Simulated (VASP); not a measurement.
# TePb (Fm-3m) in VASP: single point with PBE

Aim: the single point of TePb with PBE.

All numbers are computed with VASP 6.6.1; they aren't measurements. Logs are shortened: lines on timing, memory, paths and dates and some standing lists are left out, and cuts for length are marked.

## Step 1: The cell of the first run

Symmetry: Fm-3m, No. 225, cubic system. Conventional cell: a = 6.795 Å, b = 6.795 Å, c = 6.795 Å, α = 90.00°, β = 90.00°, γ = 90.00°. Within 4.5 Å of Pb (site symmetry m-3m) lie 6 Te at 3.40 Å. Within 4.5 Å of Te (site symmetry m-3m) lie 6 Pb at 3.40 Å.

## Step 2: Single point, PBE (strain +4.0%)

Input file INCAR:

```
SYSTEM = TePb
  PREC = Accurate
  ENCUT = 520
  EDIFF = 1E-6
  ISMEAR = -1
  SIGMA = 0.02
  LREAL = .FALSE.
  LASPH = .TRUE.
  NELM = 60
  ALGO = Normal
  ISIF = 2
  LWAVE = .FALSE.
  LCHARG = .TRUE.
  GGA = PE
  LELF = .TRUE.
  LVHAR = .TRUE.
  NBANDS = 17
```

Input file KPOINTS:

```
Automatic mesh
0
G
  8 8 8
  0 0 0
```

Input file POSCAR:

```
TePb
1.0
    0.0000000000      3.3975699750      3.3975699750
    3.3975699750      0.0000000000      3.3975699750
    3.3975699750      3.3975699750      0.0000000000
Pb Te
1 1
Direct
    0.0000000000      0.0000000000      0.0000000000
    0.5000000000      0.5000000000      0.5000000000
```

Potentials or basis: VASP PAW PBE potentials, release 64 (Pb_d, Te).

Launch:

```
> cat potpaw_PBE.64/Pb_d/POTCAR potpaw_PBE.64/Te/POTCAR > POTCAR
> mpirun -np 1 vasp_std > vasp.out
```

OUTCAR:

```text
SYSTEM = TePb
   PREC = Accurate
   ENCUT = 520
   EDIFF = 1E-6
   ISMEAR = -1
   LREAL = .FALSE.
   LASPH = .TRUE.
   NELM = 60
   ISIF = 2
   GGA = PE

 ion  position               nearest neighbor table
   1  0.000  0.000  0.000-   2 3.40   2 3.40   2 3.40   2 3.40   2 3.40   2 3.40
   2  0.500  0.500  0.500-   1 3.40   1 3.40   1 3.40   1 3.40   1 3.40   1 3.40

  LATTYP: Found a face centered cubic cell.
 ALAT       =     6.7951399500

  Lattice vectors:

 A1 = (   0.0000000000,   3.3975699750,   3.3975699750)
 A2 = (   3.3975699750,   0.0000000000,   3.3975699750)
 A3 = (   3.3975699750,   3.3975699750,   0.0000000000)

Analysis of symmetry for initial positions (statically):
=====================================================================
 Subroutine PRICEL returns:
 Original cell was already a primitive cell.

 Routine SETGRP: Setting up the symmetry group for a
 face centered cubic supercell.

 Subroutine GETGRP returns: Found 48 space group operations
 (whereof 48 operations were pure point group operations)
 out of a pool of 48 trial point group operations.

The static configuration has the point symmetry O_h .

Analysis of symmetry for dynamics (positions and initial velocities):
=====================================================================
 Subroutine PRICEL returns:
 Original cell was already a primitive cell.

 Routine SETGRP: Setting up the symmetry group for a
 face centered cubic supercell.

 Subroutine GETGRP returns: Found 48 space group operations
 (whereof 48 operations were pure point group operations)
 out of a pool of 48 trial point group operations.

The dynamic configuration has the point symmetry O_h .

 Subroutine INISYM returns: Found 48 space group operations
 (whereof 48 operations are pure point group operations),
 and found     1 'primitive' translations

----------------------------------------------------------------------------------------

                                     Primitive cell

  volume of cell :      78.4396

  direct lattice vectors                    reciprocal lattice vectors
     0.000000000  3.397569975  3.397569975    -0.147164004  0.147164004  0.147164004
     3.397569975  0.000000000  3.397569975     0.147164004 -0.147164004  0.147164004
     3.397569975  3.397569975  0.000000000     0.147164004  0.147164004 -0.147164004

  length of vectors
     4.804889538  4.804889538  4.804889538     0.254895531  0.254895531  0.254895531

  position of ions in fractional coordinates (direct lattice)
     0.000000000  0.000000000  0.000000000
     0.500000000  0.500000000  0.500000000

  ion indices of the primitive-cell ions
   primitive index   ion index
                 1           1
                 2           2

----------------------------------------------------------------------------------------

 KPOINTS: Automatic mesh

Automatic generation of k-mesh.
 Grid dimensions read from file:
 generate k-points for:    8    8    8

 Generating k-lattice:

  Cartesian coordinates                     Fractional coordinates (reciprocal lattice)
    -0.018395500  0.018395500  0.018395500     0.125000000  0.000000000  0.000000000
     0.018395500 -0.018395500  0.018395500     0.000000000  0.125000000  0.000000000
     0.018395500  0.018395500 -0.018395500     0.000000000  0.000000000  0.125000000

  Length of vectors
     0.031861941  0.031861941  0.031861941

  Shift w.r.t. Gamma in fractional coordinates (k-lattice)
     0.000000000  0.000000000  0.000000000

 Subroutine IBZKPT returns following result:
 ===========================================

 Found     29 irreducible k-points:

 Following reciprocal coordinates:
            Coordinates               Weight
  0.000000  0.000000  0.000000      1.000000
  0.125000  0.000000  0.000000      8.000000
  0.250000  0.000000  0.000000      8.000000
  0.375000  0.000000  0.000000      8.000000
  0.500000  0.000000  0.000000      4.000000
  0.125000  0.125000  0.000000      6.000000
[... 16 lines left out ...]
  0.500000  0.250000  0.125000     48.000000
 -0.375000  0.250000  0.125000     24.000000
 [... further k-points ...]
   k-points           NKPTS =     29   k-points in BZ     NKDIM =     29   number of bands    NBANDS=     17
   number of dos      NEDOS =    301   number of ions     NIONS =      2
   total plane-waves  NPLWV =  46656
   dimension x,y,z NGX =    36 NGY =   36 NGZ =   36
   dimension x,y,z NGXF=    72 NGYF=   72 NGZF=   72
   ions per type =               1   1
   NGX,Y,Z   is equivalent  to a cutoff of  12.46, 12.46, 12.46 a.u.
   NGXF,Y,Z  is equivalent  to a cutoff of  24.91, 24.91, 24.91 a.u.
 SYSTEM =  TePb
   PREC   = accura    normal or accurate (medium, high low for compatibility)
   ISTART =      0    job   : 0-new  1-cont  2-samecut
   ICHARG =      2    charge: 1-file 2-atom 10-const
   ISPIN  =      1    spin polarized calculation?
   LNONCOLLINEAR =      F non collinear calculations
   LSORBIT =      F    spin-orbit coupling
   LASPH  =      T    aspherical Exc in radial PAW
   ENCUT  =  520.0 eV  38.22 Ry    6.18 a.u.   8.93  8.93  8.93*2*pi/ulx,y,z
   NELM   =     60;   NELMIN=  2; NELMDL= -5     # of ELM steps
   EDIFF  = 0.1E-05   stopping-criterion for ELM
   LREAL  =      F    real-space projection
   EDIFFG = 0.1E-04   stopping-criterion for IOM
   NSW    =      0    number of steps for IOM
   IBRION =     -1    ionic relax: 0-MD 1-quasi-New 2-CG
   NFREE  =      0    steps in history (QN), initial steepest desc. (CG)
   ISIF   =      2    stress and relaxation
   ISYM   =      2    0-nonsym 1-usesym 2-fastsym
   POTIM  = 0.5000    time-step for ionic-motion
   TEBEG  =    0.0;   TEEND  =   0.0 temperature during run
   PSTRESS=    0.0 pullay stress
   NELECT =      20.0000    total number of electrons
   NUPDOWN=      -1.0000    fix difference up-down
   EMIN   =  10.00;   EMAX   =-10.00  energy-range for DOS
   EFERMI =   0.00;   METHOD = LEGACY
   ISMEAR =    -1;   SIGMA  =   0.02  broadening in eV -4-tet -1-fermi 0-gaus
   EFERMI_NEDOS =   21; number of points for ismear=-14 and -15
   IALGO  =     38    algorithm
   IMIX   =      4    mixing-type and parameters
     AMIX     =   0.40;   BMIX     =  1.00
     AMIX_MAG =   1.60;   BMIX_MAG =  1.00
  volume/ion in A,a.u.               =      39.22       264.67
  Fermi-wavevector in a.u.,A,eV,Ry     =   1.038101  1.961727 14.662378  1.077654
  Thomas-Fermi vector in A             =   2.172570
   LORBIT       =      0    0 simple, 1 ext, 2 COOP (PROOUT), +10 PAW based schemes
   GGA     = PE    functional components
   LHFCALC =     F    Hartree Fock is set to
   AEXX    =    0.0000 exact exchange contribution
   IVDW    =     0    specifies the selected vdW correction
   LEPSILON=     F    determine dielectric tensor
   LRPA    =     F    only Hartree local field effects (RPA)
 non-spin polarized calculation
  energy-cutoff  :      520.00
  volume of cell :       78.44
 maximum number of plane-waves:      2148
   NGX = 17   NGY = 17   NGZ = 17

 number of electron      20.0000005 magnetization

 Free energy of the ion-electron system (eV)
  ---------------------------------------------------
  ext. energy  EPLUGINS =         0.00000000
  ---------------------------------------------------
  free energy    TOTEN  =        -7.44246999 eV

  energy without entropy =       -7.44246999  energy(sigma->0) =       -7.44246999

 E-fermi :   4.2553     XC(G=0):  -8.6381

 val. band max:        3.8269038512   @ k =   0.5000   0.0000   0.0000
 cond. band min:       4.8074532463   @ k =   0.5000   0.0000   0.0000
 fundamental gap:      0.9805493951
 Fermi energy:         4.2553046549

 k-point     1 :       0.0000    0.0000    0.0000
  band No.  band energies     occupation
      1     -12.7284      2.00000
      2     -12.7284      2.00000
      3     -12.7284      2.00000
      4     -12.7282      2.00000
      5     -12.7282      2.00000
      6      -7.0655      2.00000
[... 9 lines left out ...]
     16       9.9371      0.00000
     17      10.8318      0.00000

 k-point     2 :       0.1250    0.0000    0.0000
  band No.  band energies     occupation
      1     -12.7293      2.00000
      2     -12.7293      2.00000
      3     -12.7281      2.00000
      4     -12.7270      2.00000
      5     -12.7270      2.00000
      6      -6.9591      2.00000
[... 9 lines left out ...]
     16      10.1942      0.00000
     17      11.7135      0.00000

 k-point     3 :       0.2500    0.0000    0.0000
  band No.  band energies     occupation
      1     -12.7319      2.00000
      2     -12.7319      2.00000
      3     -12.7274      2.00000
      4     -12.7235      2.00000
      5     -12.7235      2.00000
      6      -6.6575      2.00000
[... 9 lines left out ...]
     16      10.9120      0.00000
     17      13.3632      0.00000

 k-point     4 :       0.3750    0.0000    0.0000
  band No.  band energies     occupation
      1     -12.7344      2.00000
      2     -12.7344      2.00000
      3     -12.7268      2.00000
      4     -12.7201      2.00000
      5     -12.7201      2.00000
      6      -6.2416      2.00000
[... 9 lines left out ...]
     16      12.0210      0.00000
     17      13.8927      0.00000
[... 343 lines left out ...]
      1     -12.7376      2.00000
      2     -12.7289      2.00000
      3     -12.7287      2.00000
      4     -12.7220      2.00000
      5     -12.7207      2.00000
      6      -6.4217      2.00000
[... 9 lines left out ...]
     16      12.1970      0.00000
     17      12.7476      0.00000

 k-point    23 :       0.5000    0.2500    0.1250
  band No.  band energies     occupation
      1     -12.7400      2.00000
      2     -12.7307      2.00000
      3     -12.7267      2.00000
      4     -12.7208      2.00000
      5     -12.7189      2.00000
      6      -6.0695      2.00000
[... 9 lines left out ...]
     16      12.6418      0.00000
     17      13.5062      0.00000

 k-point    24 :      -0.3750    0.2500    0.1250
  band No.  band energies     occupation
      1     -12.7407      2.00000
      2     -12.7317      2.00000
      3     -12.7246      2.00000
      4     -12.7218      2.00000
      5     -12.7178      2.00000
      6      -5.8759      2.00000
[... 9 lines left out ...]
     16      13.5388      0.00000
     17      13.7406      0.00000

 [... further k-points ...]
[... 5 lines left out ...]
  --------------------------------------------------------------------------------------
  -------------------------------------------------------------------------------------
  Total       -1.5398651     -1.5398651     -1.5398651      0.0000000      0.0000000     -0.0000000
  in kB      -31.4527070    -31.4527070    -31.4527070      0.0000000      0.0000000     -0.0000000
  external PRESSURE =     -31.4527070 kB  Pullay stress =       0.0000000 kB

 VOLUME and BASIS-vectors are now :
 -----------------------------------------------------------------------------
  energy-cutoff  :      520.00
  volume of cell :       78.44
      direct lattice vectors                 reciprocal lattice vectors
     0.000000000  3.397569975  3.397569975    -0.147164004  0.147164004  0.147164004
     3.397569975  0.000000000  3.397569975     0.147164004 -0.147164004  0.147164004
     3.397569975  3.397569975  0.000000000     0.147164004  0.147164004 -0.147164004

 POSITION                                       TOTAL-FORCE (eV/Angst)
 -----------------------------------------------------------------------------------
      0.00000      0.00000      0.00000        -0.000000      0.000000      0.000000
      3.39757      3.39757      3.39757         0.000000     -0.000000     -0.000000
 -----------------------------------------------------------------------------------
    total drift:                               -0.000000      0.000000      0.000000

  FREE ENERGIE OF THE ION-ELECTRON SYSTEM (eV)
  ---------------------------------------------------
  free  energy   TOTEN  =        -7.4424699866 eV

  energy  without entropy=       -7.4424699866  energy(sigma->0) =       -7.44246999
```

Run time: 43 s. Hardware: 1 thread of Intel Xeon 6975P-C, shared host; peak memory 0.23 GiB.

Results:

```yaml
Free_energy: -7.4425 eV
Pressure: -3.1 GPa
Band_gap_on_the_k_mesh: 0.98 eV, direct
```

Caveat: the cell differs from its parent crystal (strain +4.0%); spin-orbit coupling is left out, which moves the levels of the heavy elements. A k mesh can miss the band edges.
